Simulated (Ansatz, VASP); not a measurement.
# Ta2Sn: VASP beside Ansatz

```
Ta Sn
1.0
     0.00000    3.95793    3.95793
     3.95793    0.00000    3.95793
     3.95793    3.95793    0.00000
Ta Sn
4 2
Direct
  0.62500 0.62500 0.62500
  0.12500 0.62500 0.62500
  0.62500 0.62500 0.12500
  0.62500 0.12500 0.62500
  0.00000 0.00000 0.00000
  0.25000 0.25000 0.25000
```

Alike in both runs: functional PBE; k mesh 4 × 4 × 4; occupations gaussian, width 0.1 eV; no spin polarisation.

Ansatz relaxed the structure, and its values are those at the end. VASP's run is a single point on that final structure, the one shown.

```csv
,VASP,Ansatz
version,VASP 6.6.1,Ansatz 0.2.0
potentials or method,"VASP PAW PBE potentials, release 64 (Ta_pv, Sn_d), cutoff 520 eV","scalar-relativistic, plane waves, PAW"
valence electrons in the cell,72,80
```

|  | VASP | Ansatz | Ansatz less VASP |
| --- | --- | --- | --- |
| gap on the k mesh at the Fermi level (eV) | none | none | - |
| pressure (GPa) | 0.0 | 0.0 | -0.04 |

A gap of «none» marks a metal or a gap that the smearing closes. VASP's potentials hold 72 valence electrons a cell and Ansatz's 80, so a difference there can come from the potentials and not from the codes.

Neither program's run includes spin-orbit coupling.
